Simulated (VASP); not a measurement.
Input of a VASP 6.6.1 run:

INCAR

```
ALGO = Normal ; EDIFF = 1E-6
ENCUT = 600 ; GGA = PE
GGA_COMPAT = False ; ISIF = 2
ISMEAR = 0 ; LASPH = True
LCHARG = False ; LDAU = True
LDAUJ = 0 0 ; LDAUL = -1 1
LDAUPRINT = 1 ; LDAUTYPE = 2
LDAUU = 0 1.2 ; LREAL = False
LWAVE = False ; NBANDS = 15
NELM = 200 ; PREC = Accurate
SIGMA = 0.1
```

File KPOINTS:

```
k-points
0
Gamma
  4 4 4
```

POSCAR

```
SrO
1.0
    0.0000000000      2.5837846888      2.5837846888
    2.5837846888      0.0000000000      2.5837846888
    2.5837846888      2.5837846888      0.0000000000
Sr O
1 1
Direct
    0.5000000000      0.5000000000      0.5000000000
    0.0000000000      0.0000000000      0.0000000000
```

Potentials or basis: VASP PAW PBE potentials, release 64 (Sr_sv, O).

Command:

```bash
$ cat potpaw_PBE.64/Sr_sv/POTCAR potpaw_PBE.64/O/POTCAR > POTCAR
$ mpirun -np 1 vasp_std > vasp.out
```

Problem. Predict the pressure.

Solution. 1.7 GPa.

Problem. Estimate the band gap on the k mesh.

Solution. 3.29 eV (least direct gap 3.39 eV).

Caveat: the k points lie up to 0.53 Å⁻¹ apart. A k mesh can miss the band edges.
